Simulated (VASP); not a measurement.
# W in VASP: notebook, part 2 of 2

VASP 6.6.1.

## Step 4: Single point, LDA (14.93 Å³/atom)

This run uses another cell than the first one, of 14.93 Å³/atom.

INCAR reads:

```
SYSTEM = W
  ALGO = Fast
  EDIFF = 1E-6
  ENCUT = 520
  ISIF = 2
  ISMEAR = 0
  LASPH = .True.
  LCHARG = .False.
  LREAL = .False.
  LWAVE = .False.
  NBANDS = 13
  NELM = 60
  PREC = Accurate
  SIGMA = 0.15
```

KPOINTS reads:

```
k-points
0
Gamma
  22 22 22
  0 0 0
```

POSCAR reads:

```
W
1.0
    0.0000000000      1.9209356769      2.0223610806
    1.9209356769      0.0000000000      2.0223610806
    1.9209356769      1.9209356769      0.0000000000
W
1
Direct
    0.0000000000      0.0000000000      0.0000000000
```

Potentials or basis: VASP PAW LDA potentials, release 64 (W_sv).

Run with:

```
> cat potpaw_LDA.64/W_sv/POTCAR > POTCAR
> mpirun -np 1 vasp_std > vasp.out
```

OUTCAR:

```text
SYSTEM = W
   EDIFF = 1E-6
   ENCUT = 520
   ISIF = 2
   ISMEAR = 0
   LASPH = .True.
   LREAL = .False.
   NELM = 60
   PREC = Accurate

 ion  position               nearest neighbor table
   1  0.000  0.000  0.000-

  LATTYP: Found a body centered tetragonal cell.
 ALAT       =     2.7166132867
 C/A-ratio  =     1.4888840384

  Lattice vectors:

 A1 = (  -1.9209356769,   0.0000000000,   2.0223610806)
 A2 = (   1.9209356769,   0.0000000000,   2.0223610806)
 A3 = (   0.0000000000,   1.9209356769,  -2.0223610806)

Analysis of symmetry for initial positions (statically):
=====================================================================
 Subroutine PRICEL returns:
 Original cell was already a primitive cell.

 Routine SETGRP: Setting up the symmetry group for a
 body centered tetragonal supercell.

 Subroutine GETGRP returns: Found 16 space group operations
 (whereof 16 operations were pure point group operations)
 out of a pool of 16 trial point group operations.

The static configuration has the point symmetry D_4h.

Analysis of symmetry for dynamics (positions and initial velocities):
=====================================================================
 Subroutine PRICEL returns:
 Original cell was already a primitive cell.

 Routine SETGRP: Setting up the symmetry group for a
 body centered tetragonal supercell.

 Subroutine GETGRP returns: Found 16 space group operations
 (whereof 16 operations were pure point group operations)
 out of a pool of 16 trial point group operations.

The dynamic configuration has the point symmetry D_4h.

 Subroutine INISYM returns: Found 16 space group operations
 (whereof 16 operations are pure point group operations),
 and found     1 'primitive' translations

[... 116 lines left out ...]
   LORBIT       =      0    0 simple, 1 ext, 2 COOP (PROOUT), +10 PAW based schemes
   GGA     = CA    functional components
   LHFCALC =     F    Hartree Fock is set to
   AEXX    =    0.0000 exact exchange contribution
   IVDW    =     0    specifies the selected vdW correction
   LEPSILON=     F    determine dielectric tensor
   LRPA    =     F    only Hartree local field effects (RPA)
 non-spin polarized calculation
 RMM-DIIS sequential band-by-band and
 Gauss-broadening in eV      SIGMA  =   0.15
  energy-cutoff  :      520.00
  volume of cell :       14.93
 maximum number of plane-waves:       415
 NGX is ok and might be reduce to    24
   NGX = 11   NGY = 11   NGZ = 11

 number of electron      14.0000001 magnetization

 Free energy of the ion-electron system (eV)
  ---------------------------------------------------
  ext. energy  EPLUGINS =         0.00000000
  ---------------------------------------------------
  free energy    TOTEN  =       -13.59196333 eV

  energy without entropy =      -13.58025137  energy(sigma->0) =      -13.58610735

 E-fermi :  11.7877     XC(G=0): -14.1586

 val. band max:       11.7829567283   @ k =   0.1818   0.0909   0.0455
 cond. band min:      11.7878743549   @ k =   0.4545  -0.0000   0.0909
 fundamental gap:      0.0049176266
 Fermi energy:        11.7876866224

 k-point     1 :       0.0000    0.0000    0.0000
  band No.  band energies     occupation
      1     -61.3507      2.00000
      2     -25.1172      2.00000
      3     -25.0553      2.00000
      4     -25.0553      2.00000
      5       2.3454      2.00000
      6      10.5151      2.00000
      7      11.2788      2.00000
      8      11.2788      2.00000
      9      13.9137      0.00000
     10      15.1130      0.00000
     11      24.7373      0.00000
     12      29.1454      0.00000
     13      30.9739      0.00000
[... 354 lines left out ...]
  band No.  band energies     occupation
      1     -61.1819      2.00000
      2     -26.6567      2.00000
      3     -25.3862      2.00000
      4     -25.2098      2.00000
      5       5.7078      2.00000
      6      10.2513      2.00000
      7      11.2283      2.00000
      8      12.5891      0.00000
      9      16.9848      0.00000
     10      17.8915      0.00000
     11      23.4259      0.00000
     12      24.7853      0.00000
     13      31.2185      0.00000

 [... further k-points ...]

------------------------ aborting loop because EDIFF is reached ----------------------------------------

  FORCE on cell =-STRESS in cart. coord.  units (eV):
  Direction    XX          YY          ZZ          XY          YZ          ZX
  --------------------------------------------------------------------------------------
  -------------------------------------------------------------------------------------
  Total        1.4516092      1.4516092      2.5028282      0.0000000      0.0000000      0.0000000
  in kB      155.8281590    155.8281590    268.6750158      0.0000000      0.0000000      0.0000000
  external PRESSURE =     193.4437779 kB  Pullay stress =       0.0000000 kB

 VOLUME and BASIS-vectors are now :
 -----------------------------------------------------------------------------
  energy-cutoff  :      520.00
  volume of cell :       14.93
      direct lattice vectors                 reciprocal lattice vectors
     0.000000000  1.920935677  2.022361081    -0.260289819  0.260289819  0.247235771
     1.920935677  0.000000000  2.022361081     0.260289819 -0.260289819  0.247235771
     1.920935677  1.920935677  0.000000000     0.260289819  0.260289819 -0.247235771

 POSITION                                       TOTAL-FORCE (eV/Angst)
 -----------------------------------------------------------------------------------
      0.00000      0.00000      0.00000        -0.000000      0.000000      0.000000
 -----------------------------------------------------------------------------------
    total drift:                                0.000000      0.000000     -0.000000

  FREE ENERGIE OF THE ION-ELECTRON SYSTEM (eV)
  ---------------------------------------------------
  free  energy   TOTEN  =       -13.5919633301 eV

  energy  without entropy=      -13.5802513740  energy(sigma->0) =      -13.58610735
```

OSZICAR:

```text
N       E                     dE             d eps       ncg     rms          rms(c)
DAV:   1     0.832360005272E+02    0.83236E+02   -0.74177E+03 21805   0.123E+03
DAV:   2    -0.125285972100E+02   -0.95765E+02   -0.92070E+02 24114   0.317E+02
DAV:   3    -0.141756618165E+02   -0.16471E+01   -0.16396E+01 23999   0.399E+01
DAV:   4    -0.141819766639E+02   -0.63148E-02   -0.63146E-02 24449   0.273E+00
DAV:   5    -0.141820250243E+02   -0.48360E-04   -0.48361E-04 24244   0.226E-01    0.229E+01
RMM:   6    -0.137220037856E+02    0.46002E+00   -0.32369E-01 23489   0.519E+00    0.992E+00
RMM:   7    -0.135959432277E+02    0.12606E+00   -0.22471E-01 23709   0.432E+00    0.459E-01
RMM:   8    -0.135919433277E+02    0.39999E-02   -0.90106E-03 26973   0.108E+00    0.147E-01
RMM:   9    -0.135919501316E+02   -0.68039E-05   -0.13338E-03 26704   0.447E-01    0.386E-02
RMM:  10    -0.135919649003E+02   -0.14769E-04   -0.14476E-04 28913   0.156E-01    0.144E-02
RMM:  11    -0.135919621553E+02    0.27450E-05   -0.51650E-05 27410   0.875E-02    0.704E-03
RMM:  12    -0.135919631183E+02   -0.96298E-06   -0.11895E-05 24768   0.424E-02    0.159E-03
RMM:  13    -0.135919633301E+02   -0.21176E-06   -0.25570E-06 20102   0.189E-02
   1 F= -.13591963E+02 E0= -.13586107E+02  d E =-.117120E-01
```

Wall time 2.1 min (1 thread of Intel Xeon 8259CL, shared host); peak memory 0.26 GiB.

What came out:

```yaml
Free_energy: -13.5920 eV
Pressure: 19.3 GPa
Band_gap_on_the_k_mesh: zero (bands 7 and 8 overlap by 4.68 eV)
```

Caveat: the stress differs along the axes, from 16 to 27 GPa; spin-orbit coupling is left out, which moves the levels of the heavy elements.

## Step 5: Overview

| cell | gap on the mesh (eV) | pressure (GPa) |
| --- | --- | --- |
| a = 2.868 Å, angles 60.0°, 1 atom | none | -15.8 |
| a = 2.882 Å, angles 60.0°, 1 atom | none | -19.4 |
| a = 2.789, b = 2.789, c = 2.717 Å, angles 60.9, 60.9, 58.3°, 1 atom | none | 19.3 |

Alike in all rows: task single point; level LDA; potentials or basis VASP PAW LDA potentials, release 64 (W_sv); no spin polarisation; k mesh 22 × 22 × 22; cutoff (eV) 520; smearing gaussian 0.15 eV.

Caveats: spin-orbit coupling is left out, which moves the levels of the heavy elements; the cell stands under tension (at least some runs); the stress differs along the axes, from 16 to 27 GPa (at least some runs).

Absolute energies hang on the potentials; compare differences alone.

The gap in the log of VASP goes by the Fermi energy; the results here count the filled bands.